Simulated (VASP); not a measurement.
Wanted: the native input for a VASP 6.6.1 run.

- Task: relaxation of shape and atoms at fixed volume
- Functional: PBE
- Potentials or basis: VASP PAW PBE potentials, release 64 (Ru_pv)
- Cutoff: 600 eV
- k mesh: 18 × 18 × 10
- Occupations: gaussian, width 0.1 eV
- Spin: no spin polarisation
- Dipole correction: no
- Further INCAR settings: ALGO = Fast; EDIFF = 1e-06; IBRION = 2; EDIFFG = -0.01; NSW = 50; ISIF = 4

The structure of Ru lies in POSCAR:

```
Ru
1.0
    2.6335154474      0.0000000000      0.0000000000
   -1.3167577237      2.2806912787      0.0000000000
    0.0000000000      0.0000000000      4.1711665289
Ru
2
Direct
    0.3333333333      0.6666666667      0.2500000000
    0.6666666667      0.3333333333      0.7500000000
```

This cell differs from its parent crystal: volume scaled by 0.91.

These files were run (other wordings do the same):

INCAR

```
PREC = Accurate ; ENCUT = 600
EDIFF = 1E-6 ; ISMEAR = 0
SIGMA = 0.1 ; LREAL = False
LASPH = True ; NELM = 60
ALGO = Fast ; ISIF = 4
LWAVE = False ; LCHARG = False
GGA = PE ; IBRION = 2
NSW = 50 ; EDIFFG = -0.01
```

KPOINTS

```
regular mesh
0
Gamma
  18 18 10
```

Potentials or basis: VASP PAW PBE potentials, release 64 (Ru_pv).

Run with:

```sh
$ cat potpaw_PBE.64/Ru_pv/POTCAR > POTCAR
$ mpirun -np 1 vasp_std > vasp.out
```

Results of the run:

```yaml
Energy_gained_by_relaxing: 0.0 meV/atom
Ionic_steps: 3
Pressure_after_relaxing: 36.9 GPa
Band_gap_on_the_k_mesh: zero (band 14 reaches 16.04 eV, above the bottom of band 15 at 12.51 eV)
```

It took 88 s on 1 thread of Intel Xeon 6975P-C (shared host), peak memory 0.23 GiB.
